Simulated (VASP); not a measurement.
Wanted: the native input for a VASP 6.6.1 run.

| Item | Value |
| --- | --- |
| Task | single point |
| Functional | LDA |
| Potentials or basis | VASP PAW LDA potentials, release 64 (Ti_sv) |
| Cutoff | 520 eV |
| k mesh | 22 × 22 × 22 |
| Occupations | gaussian, width 0.15 eV |
| Spin | no spin polarisation |
| Dipole correction | no |
| Further INCAR settings | ALGO = Fast; EDIFF = 1e-07; NBANDS = 12 |

The structure of Ti lies in POSCAR:

```
Ti
1.0
    0.0000000000      2.0183379778      1.7295138132
    2.0183379778      0.0000000000      1.7295138132
    2.0183379778      2.0183379778      0.0000000000
Ti
1
Direct
    0.0000000000      0.0000000000      0.0000000000
```

One way to write it, as run:

INCAR

```
PREC     = Accurate       # precision mode
ENCUT    = 520            # plane-wave cutoff, eV
EDIFF    = 1E-7           # SCF threshold, eV
ISMEAR   = 0              # smearing method
SIGMA    = 0.15           # smearing width, eV
LREAL    = F              # projectors in reciprocal space
LASPH    = T              # aspherical terms in the spheres
NELM     = 60             # most SCF steps
ALGO     = Fast           # electronic algorithm
ISIF     = 2              # what is computed and relaxed
LWAVE    = F              # write WAVECAR
LCHARG   = F              # write CHGCAR
GGA      = CA             # functional
NBANDS   = 12             # bands
```

KPOINTS

```
Automatic mesh
0
Gamma
  22 22 22
```

Potentials or basis: VASP PAW LDA potentials, release 64 (Ti_sv).

The run is started by

```bash
$ cat potpaw_LDA.64/Ti_sv/POTCAR > POTCAR
$ mpirun -np 1 vasp_std > vasp.out
```

Results of the run:

```
Pressure               : 18.2 GPa
Band gap on the k mesh : zero (bands 6 and 7 overlap by 1.71 eV)
```

Caveat: the cell stands under pressure.

Run time: 4.5 min on 1 thread of Intel Xeon 8259CL, on a shared host, peak memory 0.25 GiB.
